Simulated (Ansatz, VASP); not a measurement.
One calculation of AlN, two programs

```
Al N
1.0
    -1.63784    2.83682    0.00000
     0.00000    0.00000    4.10063
     4.91352    2.83682    0.00000
Al N
4 4
Cartesian
  0.2480 1.8912 3.0755
  1.6378 4.7280 3.0755
  1.6378 0.9456 1.0252
  3.2757 3.7824 1.0252
  0.0000 1.8912 1.0252
  1.6378 4.7280 1.0252
  1.6378 0.9456 3.0755
  3.2757 3.7824 3.0755
```

Alike in both runs: task single point; functional LDA; k mesh 8 × 6 × 4; occupations gaussian, width 0.05 eV; no spin polarisation.

|  | VASP | Ansatz |
| --- | --- | --- |
| version | VASP 6.6.1 | Ansatz 0.2.0 |
| potentials or method | VASP PAW LDA potentials, release 64 (Al, N), cutoff 520 eV | scalar-relativistic, plane waves, PAW |
| valence electrons in the cell | 32 | 32 |

VASP gave:

| Quantity | Value |
| --- | --- |
| gap on the k mesh at the Fermi level (eV) | 3.30 |
| least direct gap on the mesh (eV) | 3.30 |
| pressure (GPa) | 3.6 |
| traceless stress, the component that is largest in VASP (GPa) | -7.78 |
| rms of the force components (eV/Å) | 1.518 |

**Question.** Which values does Ansatz return?

**Answer.** gap on the k mesh at the Fermi level (eV): 3.30; least direct gap on the mesh (eV): 3.30; pressure (GPa): 2.9; traceless stress, the component that is largest in VASP (GPa): -7.57; rms of the force components (eV/Å): 1.495.

Ansatz warns that its potentials were made for another functional, while VASP's fit it. LDA's correlation is that of Perdew and Zunger in VASP and of Perdew and Wang (1992) in Ansatz. Atom by atom the forces differ by 0.026 eV/Å (rms over components).
